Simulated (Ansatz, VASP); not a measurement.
**One calculation of ScIr, two programs**

```
Sc Ir
1.0
     3.20600    0.00000    0.00000
     0.00000    3.20600    0.00000
     0.00000    0.00000    3.20600
Sc Ir
1 1
Direct
  0.50000 0.50000 0.50000
  0.00000 0.00000 0.00000
```

Alike in both runs: task relaxation of cell and atoms; functional LDA; k mesh 14 × 14 × 14; occupations fermi-dirac, width 0.08 eV; no spin polarisation.

```csv
,VASP,Ansatz
version,VASP 6.6.1,Ansatz 0.2.0
potentials or method,"VASP PAW LDA potentials, release 64 (Sc_sv, Ir)","PAW with Ansatz's default frozen-core files, scalar-relativistic"
plane-wave cutoff (eV),600,420
valence electrons in the cell,20,28
```

|  | VASP | Ansatz | Ansatz less VASP |
| --- | --- | --- | --- |
| relaxed volume (Å³/atom) | 15.89 | 15.81 | -0.089 |
| relaxed cell length with the largest relative difference (Å) | 3.168 | 3.162 | -0.0059 |

LDA's correlation is that of Perdew and Zunger in VASP and of Perdew and Wang (1992) in Ansatz. VASP's potentials hold 20 valence electrons a cell and Ansatz's 28, so a difference there can come from the potentials and not from the codes.

Neither program's run includes spin-orbit coupling.
